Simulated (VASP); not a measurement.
# SnO2 in VASP: notebook, part 2 of 3

VASP 6.6.1. The steps go on from the part before.

## (3) Single point, PBE

This run uses another cell than the first one, of the same volume but with other edges.

INCAR reads:

```
SYSTEM = SnO2
ALGO     = Normal         ! electronic algorithm
EDIFF    = 1E-6           ! SCF threshold, eV
ENCUT    = 520            ! plane-wave cutoff, eV
GGA      = PE             ! functional
ISIF     = 2              ! what is computed and relaxed
ISMEAR   = 0              ! smearing method
LASPH    = .True.         ! aspherical terms in the spheres
LCHARG   = .False.        ! write CHGCAR
LREAL    = .False.        ! projectors in reciprocal space
LWAVE    = .False.        ! write WAVECAR
NBANDS   = 35             ! bands
NELM     = 80             ! most SCF steps
PREC     = Accurate       ! precision mode
SIGMA    = 0.05           ! smearing width, eV
```

KPOINTS reads:

```
k-points
0
Gamma
  6 6 8
  0 0 0
```

POSCAR reads:

```
SnO2
1.0
    4.9352961424      0.0000000000      0.0000000000
    0.0000000000      4.9353101105      0.0000000000
    0.0000000000      0.0000000000      3.0983789182
Sn O
2 4
Direct
    0.5000000000      0.5000000000      0.5000000000
    0.0000000000      0.0000000000      0.0000000000
    0.2846025975      0.2846604899      0.0000000000
    0.7846025975      0.2153395101      0.5000000000
    0.2153974025      0.7846604899      0.5000000000
    0.7153974025      0.7153395101      0.0000000000
```

Potentials or basis: VASP PAW PBE potentials, release 64 (Sn_d, O).

Launch:

```sh
> cat potpaw_PBE.64/Sn_d/POTCAR potpaw_PBE.64/O/POTCAR > POTCAR
> mpirun -np 1 vasp_std > vasp.out
```

OUTCAR:

```text
SYSTEM = SnO2
   EDIFF = 1E-6
   ENCUT = 520
   GGA = PE
   ISIF = 2
   ISMEAR = 0
   LASPH = .True.
   LREAL = .False.
   NELM = 80
   PREC = Accurate

 ion  position               nearest neighbor table
   1  0.500  0.500  0.500-   4 1.99   5 1.99   3 2.16   6 2.16   3 2.16   6 2.16
   2  0.000  0.000  0.000-   3 1.99   6 1.99   5 2.16   4 2.16   4 2.16   5 2.16
   3  0.285  0.285  0.000-   2 1.99   1 2.16   1 2.16
   4  0.785  0.215  0.500-   1 1.99   2 2.16   2 2.16
   5  0.215  0.785  0.500-   1 1.99   2 2.16   2 2.16
   6  0.715  0.715  0.000-   2 1.99   1 2.16   1 2.16

  LATTYP: Found a simple tetragonal cell.
 ALAT       =     4.9352961424
 C/A-ratio  =     0.6278000000

  Lattice vectors:

 A1 = (   4.9352961424,   0.0000000000,   0.0000000000)
 A2 = (   0.0000000000,   4.9353101105,   0.0000000000)
 A3 = (   0.0000000000,   0.0000000000,   3.0983789182)

Analysis of symmetry for initial positions (statically):
=====================================================================
 Subroutine PRICEL returns:
 Original cell was already a primitive cell.

 Routine SETGRP: Setting up the symmetry group for a
 simple tetragonal supercell.

 Subroutine GETGRP returns: Found  8 space group operations
 (whereof  4 operations were pure point group operations)
 out of a pool of 16 trial point group operations.

The static configuration has the point symmetry C_2h.
 The point group associated with its full space group is D_2h.

Analysis of symmetry for dynamics (positions and initial velocities):
=====================================================================
 Subroutine PRICEL returns:
 Original cell was already a primitive cell.

 Routine SETGRP: Setting up the symmetry group for a
 simple tetragonal supercell.

[... 132 lines left out ...]
     AMIX     =   0.40;   BMIX     =  1.00
     AMIX_MAG =   1.60;   BMIX_MAG =  1.00
  volume/ion in A,a.u.               =      12.58        84.88
  Fermi-wavevector in a.u.,A,eV,Ry     =   1.445956  2.732461 28.446926  2.090790
  Thomas-Fermi vector in A             =   2.564080
   LORBIT       =      0    0 simple, 1 ext, 2 COOP (PROOUT), +10 PAW based schemes
   GGA     = PE    functional components
   LHFCALC =     F    Hartree Fock is set to
   AEXX    =    0.0000 exact exchange contribution
   IVDW    =     0    specifies the selected vdW correction
   LEPSILON=     F    determine dielectric tensor
   LRPA    =     F    only Hartree local field effects (RPA)
 non-spin polarized calculation
 Gauss-broadening in eV      SIGMA  =   0.05
  energy-cutoff  :      520.00
  volume of cell :       75.47
 maximum number of plane-waves:      2050
 NGX is ok and might be reduce to    40

 number of electron      51.9999995 magnetization

 Free energy of the ion-electron system (eV)
  ---------------------------------------------------
  ext. energy  EPLUGINS =         0.00000000
  ---------------------------------------------------
  free energy    TOTEN  =       -36.40638714 eV

  energy without entropy =      -36.40622257  energy(sigma->0) =      -36.40630485

 E-fermi :   5.6544     XC(G=0): -10.9844

 val. band max:        5.6334843443   @ k =   0.0000   0.0000   0.0000
 cond. band min:       5.6753127599   @ k =   0.0000   0.0000   0.0000
 fundamental gap:      0.0418284156
 Fermi energy:         5.6544049533

 k-point     1 :       0.0000    0.0000    0.0000
  band No.  band energies     occupation
      1     -15.7702      2.00000
      2     -15.1440      2.00000
      3     -14.9117      2.00000
      4     -14.8085      2.00000
      5     -14.7827      2.00000
      6     -14.7827      2.00000
[... 901 lines left out ...]
     34      17.2001      0.00000
     35      17.2906      0.00000

 [... further k-points ...]

------------------------ aborting loop because EDIFF is reached ----------------------------------------

  FORCE on cell =-STRESS in cart. coord.  units (eV):
  Direction    XX          YY          ZZ          XY          YZ          ZX
  --------------------------------------------------------------------------------------
  -------------------------------------------------------------------------------------
  Total       -1.1486900     -1.1434277      3.8963110      0.0000000      0.0000000      0.0000000
  in kB      -24.3865976    -24.2748809     82.7183758      0.0000000      0.0000000      0.0000000
  external PRESSURE =      11.3522991 kB  Pullay stress =       0.0000000 kB

 VOLUME and BASIS-vectors are now :
 -----------------------------------------------------------------------------
  energy-cutoff  :      520.00
  volume of cell :       75.47
      direct lattice vectors                 reciprocal lattice vectors
     4.935296142  0.000000000  0.000000000     0.202622086  0.000000000  0.000000000
     0.000000000  4.935310110  0.000000000     0.000000000  0.202621513  0.000000000
     0.000000000  0.000000000  3.098378918     0.000000000  0.000000000  0.322749420

 POSITION                                       TOTAL-FORCE (eV/Angst)
 -----------------------------------------------------------------------------------
      2.46765      2.46766      1.54919         0.000000      0.000000      0.000000
      0.00000      0.00000      0.00000         0.000000      0.000000      0.000000
      1.40460      1.40489      0.00000         1.765959      1.765870     -0.000000
      3.87225      1.06277      1.54919         1.765959     -1.765870     -0.000000
      1.06305      3.87254      1.54919        -1.765959      1.765870      0.000000
      3.53070      3.53042      0.00000        -1.765959     -1.765870      0.000000
 -----------------------------------------------------------------------------------
    total drift:                                0.000000     -0.000000      0.000000

  FREE ENERGIE OF THE ION-ELECTRON SYSTEM (eV)
  ---------------------------------------------------
  free  energy   TOTEN  =       -36.4063871439 eV

  energy  without entropy=      -36.4062225652  energy(sigma->0) =      -36.40630485
```

OSZICAR:

```text
N       E                     dE             d eps       ncg     rms          rms(c)
DAV:   1     0.634705471711E+03    0.63471E+03   -0.25659E+04  6189   0.228E+03
DAV:   2     0.581451288933E+02   -0.57656E+03   -0.54398E+03  6027   0.607E+02
DAV:   3    -0.375999622845E+02   -0.95745E+02   -0.93733E+02  6181   0.207E+02
DAV:   4    -0.425776698218E+02   -0.49777E+01   -0.49412E+01  7053   0.509E+01
DAV:   5    -0.427069805075E+02   -0.12931E+00   -0.12914E+00  6886   0.868E+00    0.158E+01
DAV:   6    -0.363592253257E+02    0.63478E+01   -0.17975E+01  8729   0.651E+01    0.611E+00
DAV:   7    -0.364495505311E+02   -0.90325E-01   -0.20759E+00  6369   0.802E+00    0.323E+00
DAV:   8    -0.364150324567E+02    0.34518E-01   -0.21768E-01  8171   0.381E+00    0.756E-01
DAV:   9    -0.364056021523E+02    0.94303E-02   -0.34848E-02  9330   0.276E+00    0.132E-01
DAV:  10    -0.364062942683E+02   -0.69212E-03   -0.44469E-03  7445   0.609E-01    0.529E-02
DAV:  11    -0.364063893165E+02   -0.95048E-04   -0.22833E-04  8753   0.141E-01    0.243E-02
DAV:  12    -0.364063893261E+02   -0.96243E-08   -0.13623E-05  6607   0.250E-02    0.129E-02
DAV:  13    -0.364063875236E+02    0.18025E-05   -0.53605E-06  6742   0.213E-02    0.164E-03
DAV:  14    -0.364063871439E+02    0.37967E-06   -0.44991E-07  3523   0.547E-03
   1 F= -.36406387E+02 E0= -.36406305E+02  d E =-.164579E-03
```

stdout:

```text
POSCAR found type information on POSCAR SnO
 POSCAR found :  2 types and       6 ions
 scaLAPACK will be used
 LDA part: xc-table for (Slater+PW92), standard interpolation
 POSCAR, INCAR and KPOINTS ok, starting setup
 FFT: planning ... GRIDC
 FFT: planning ... GRID_SOFT
 FFT: planning ... GRID
 WAVECAR not read
 entering main loop
```

Run time: 72 s. Hardware: 1 thread of Intel Xeon 6975P-C (Granite Rapids), shared host; peak memory 0.3 GiB.

What came out:

* Free energy: -36.4064 eV
* Pressure: 1.1 GPa
* Largest force: 2.497 eV/Å
* Band gap on the k mesh: 0.04 eV

Forces in eV/Å, atoms in the order of the input:
```
Sn   0.000  0.000  0.000
Sn   0.000  0.000  0.000
O    1.766  1.766  0.000
O    1.766 -1.766  0.000
O   -1.766  1.766  0.000
O   -1.766 -1.766  0.000
```

Stress tensor (GPa, compression positive):
```
-2.44  0.00  0.00
 0.00 -2.43  0.00
 0.00  0.00  8.27
```

Caveat: spin-orbit coupling is left out, which moves the levels of the heavy elements; forces of over 1 eV/Å act on the atoms, so gaps and moduli don't describe the material at rest.

## (4) Single point, PBE

This run uses another cell than the first one, of the same volume but with other edges.

INCAR reads:

```
SYSTEM = SnO2
PREC = Accurate
ENCUT = 520
EDIFF = 1E-7
ISMEAR = 0
SIGMA = 0.05
LREAL = .FALSE.
LASPH = .TRUE.
NELM = 80
ALGO = Normal
ISIF = 2
LWAVE = .FALSE.
LCHARG = .FALSE.
GGA = PE
NBANDS = 35
```

KPOINTS reads:

```
Automatic mesh
0
G
  6 6 8
  0 0 0
```

POSCAR reads:

```
SnO2
1.0
    4.7774634334      0.0000000000      0.0000000000
    0.0000000000      4.7774769549      0.0000000000
    0.0000000000      0.0000000000      3.3064824423
Sn O
2 4
Direct
    0.5000000000      0.5000000000      0.5000000000
    0.0000000000      0.0000000000      0.0000000000
    0.3138957232      0.3139536156      0.0000000000
    0.8138957232      0.1860463844      0.5000000000
    0.1861042768      0.8139536156      0.5000000000
    0.6861042768      0.6860463844      0.0000000000
```

Potentials or basis: VASP PAW PBE potentials, release 64 (Sn_d, O).

Launch:

```sh
> cat potpaw_PBE.64/Sn_d/POTCAR potpaw_PBE.64/O/POTCAR > POTCAR
> mpirun -np 1 vasp_std > vasp.out
```

OUTCAR:

```text
SYSTEM = SnO2
   PREC = Accurate
   ENCUT = 520
   EDIFF = 1E-7
   ISMEAR = 0
   LREAL = .FALSE.
   LASPH = .TRUE.
   NELM = 80
   ISIF = 2
   GGA = PE

 ion  position               nearest neighbor table
   1  0.500  0.500  0.500-   3 2.08   6 2.08   3 2.08   6 2.08   5 2.12   4 2.12
   2  0.000  0.000  0.000-   4 2.08   5 2.08   4 2.08   5 2.08   3 2.12   6 2.12
   3  0.314  0.314  0.000-   1 2.08   1 2.08   2 2.12
   4  0.814  0.186  0.500-   2 2.08   2 2.08   1 2.12
   5  0.186  0.814  0.500-   2 2.08   2 2.08   1 2.12
   6  0.686  0.686  0.000-   1 2.08   1 2.08   2 2.12

  LATTYP: Found a simple tetragonal cell.
 ALAT       =     4.7774634334
 C/A-ratio  =     0.6921000000

  Lattice vectors:

 A1 = (   4.7774634334,   0.0000000000,   0.0000000000)
 A2 = (   0.0000000000,   4.7774769549,   0.0000000000)
 A3 = (   0.0000000000,   0.0000000000,   3.3064824423)

Analysis of symmetry for initial positions (statically):
=====================================================================
 Subroutine PRICEL returns:
 Original cell was already a primitive cell.

 Routine SETGRP: Setting up the symmetry group for a
 simple tetragonal supercell.

 Subroutine GETGRP returns: Found  8 space group operations
 (whereof  4 operations were pure point group operations)
 out of a pool of 16 trial point group operations.

The static configuration has the point symmetry C_2h.
 The point group associated with its full space group is D_2h.

Analysis of symmetry for dynamics (positions and initial velocities):
=====================================================================
 Subroutine PRICEL returns:
 Original cell was already a primitive cell.

 Routine SETGRP: Setting up the symmetry group for a
 simple tetragonal supercell.
[... 131 lines left out ...]
   IALGO  =     38    algorithm
   IMIX   =      4    mixing-type and parameters
     AMIX     =   0.40;   BMIX     =  1.00
     AMIX_MAG =   1.60;   BMIX_MAG =  1.00
  volume/ion in A,a.u.               =      12.58        84.88
  Fermi-wavevector in a.u.,A,eV,Ry     =   1.445956  2.732461 28.446926  2.090790
  Thomas-Fermi vector in A             =   2.564080
   LORBIT       =      0    0 simple, 1 ext, 2 COOP (PROOUT), +10 PAW based schemes
   GGA     = PE    functional components
   LHFCALC =     F    Hartree Fock is set to
   AEXX    =    0.0000 exact exchange contribution
   IVDW    =     0    specifies the selected vdW correction
   LEPSILON=     F    determine dielectric tensor
   LRPA    =     F    only Hartree local field effects (RPA)
 non-spin polarized calculation
 Gauss-broadening in eV      SIGMA  =   0.05
  energy-cutoff  :      520.00
  volume of cell :       75.47
 maximum number of plane-waves:      2064
   NGX = 17   NGY = 17   NGZ = 13

 number of electron      52.0000027 magnetization

 Free energy of the ion-electron system (eV)
  ---------------------------------------------------
  ext. energy  EPLUGINS =         0.00000000
  ---------------------------------------------------
  free energy    TOTEN  =       -37.18944863 eV

  energy without entropy =      -37.18944863  energy(sigma->0) =      -37.18944863

 E-fermi :   5.8201     XC(G=0): -10.9796

 val. band max:        5.5253923413   @ k =   0.0000   0.0000   0.0000
 cond. band min:       6.1904696335   @ k =   0.0000   0.0000   0.0000
 fundamental gap:      0.6650772922
 Fermi energy:         5.8201082904

 k-point     1 :       0.0000    0.0000    0.0000
  band No.  band energies     occupation
      1     -15.4591      2.00000
      2     -14.8294      2.00000
      3     -14.6135      2.00000
      4     -14.6023      2.00000
      5     -14.6023      2.00000
      6     -14.5228      2.00000
[... 901 lines left out ...]
     34      17.5801      0.00000
     35      17.6376      0.00000

 [... further k-points ...]

------------------------ aborting loop because EDIFF is reached ----------------------------------------

  FORCE on cell =-STRESS in cart. coord.  units (eV):
  Direction    XX          YY          ZZ          XY          YZ          ZX
  --------------------------------------------------------------------------------------
  -------------------------------------------------------------------------------------
  Total        1.1731719      1.1723021     -0.8419037      0.0000000      0.0000000      0.0000000
  in kB       24.9063481     24.8878806    -17.8735495      0.0000000      0.0000000      0.0000000
  external PRESSURE =      10.6402264 kB  Pullay stress =       0.0000000 kB

 VOLUME and BASIS-vectors are now :
 -----------------------------------------------------------------------------
  energy-cutoff  :      520.00
  volume of cell :       75.47
      direct lattice vectors                 reciprocal lattice vectors
     4.777463433  0.000000000  0.000000000     0.209316097  0.000000000  0.000000000
     0.000000000  4.777476955  0.000000000     0.000000000  0.209315505  0.000000000
     0.000000000  0.000000000  3.306482442     0.000000000  0.000000000  0.302436204

 POSITION                                       TOTAL-FORCE (eV/Angst)
 -----------------------------------------------------------------------------------
      2.38873      2.38874      1.65324         0.000000      0.000000      0.000000
      0.00000      0.00000      0.00000         0.000000      0.000000      0.000000
      1.49963      1.49991      0.00000        -0.720335     -0.720444      0.000000
      3.88836      0.88883      1.65324        -0.720335      0.720444      0.000000
      0.88911      3.88864      1.65324         0.720335     -0.720444      0.000000
      3.27784      3.27757      0.00000         0.720335      0.720444      0.000000
 -----------------------------------------------------------------------------------
    total drift:                               -0.000000      0.000000     -0.000000

  FREE ENERGIE OF THE ION-ELECTRON SYSTEM (eV)
  ---------------------------------------------------
  free  energy   TOTEN  =       -37.1894486274 eV

  energy  without entropy=      -37.1894486274  energy(sigma->0) =      -37.18944863
```

OSZICAR:

```text
N       E                     dE             d eps       ncg     rms          rms(c)
DAV:   1     0.638651855977E+03    0.63865E+03   -0.25538E+04  6098   0.229E+03
DAV:   2     0.571841790250E+02   -0.58147E+03   -0.54674E+03  6024   0.598E+02
DAV:   3    -0.383552897025E+02   -0.95539E+02   -0.93568E+02  6094   0.207E+02
DAV:   4    -0.432762295208E+02   -0.49209E+01   -0.48830E+01  7107   0.505E+01
DAV:   5    -0.434059303109E+02   -0.12970E+00   -0.12949E+00  6944   0.865E+00    0.157E+01
DAV:   6    -0.371138470927E+02    0.62921E+01   -0.17938E+01  8916   0.647E+01    0.603E+00
DAV:   7    -0.372219137860E+02   -0.10807E+00   -0.20632E+00  6319   0.794E+00    0.318E+00
DAV:   8    -0.371972220029E+02    0.24692E-01   -0.19872E-01  8478   0.408E+00    0.749E-01
DAV:   9    -0.371885345734E+02    0.86874E-02   -0.38892E-02  9182   0.294E+00    0.132E-01
DAV:  10    -0.371893485689E+02   -0.81400E-03   -0.43804E-03  6911   0.587E-01    0.485E-02
DAV:  11    -0.371894497821E+02   -0.10121E-03   -0.23068E-04  8308   0.132E-01    0.198E-02
DAV:  12    -0.371894514645E+02   -0.16823E-05   -0.17017E-05  8272   0.281E-02    0.135E-02
DAV:  13    -0.371894486469E+02    0.28176E-05   -0.82688E-06  7763   0.385E-02    0.113E-03
DAV:  14    -0.371894486274E+02    0.19480E-07   -0.68099E-07  6541   0.557E-03
   1 F= -.37189449E+02 E0= -.37189449E+02  d E =-.798566E-19
```

Run time: 70 s. Hardware: 1 thread of Intel Xeon 6975P-C (Granite Rapids), shared host; peak memory 0.29 GiB.

Results:

* Free energy: -37.1894 eV
* Pressure: 1.1 GPa
* Largest force: 1.019 eV/Å
* Band gap on the k mesh: 0.67 eV

Forces on the atoms (eV/Å):
```
Sn   0.000  0.000  0.000
Sn   0.000  0.000  0.000
O   -0.720 -0.720  0.000
O   -0.720  0.720  0.000
O    0.720 -0.720  0.000
O    0.720  0.720  0.000
```

Stress tensor (GPa, compression positive):
```
 2.49  0.00  0.00
 0.00  2.49  0.00
 0.00  0.00 -1.79
```

Caveat: spin-orbit coupling is left out, which moves the levels of the heavy elements; forces of over 1 eV/Å act on the atoms, so gaps and moduli don't describe the material at rest.

(Part 2 of 3 ends here.)
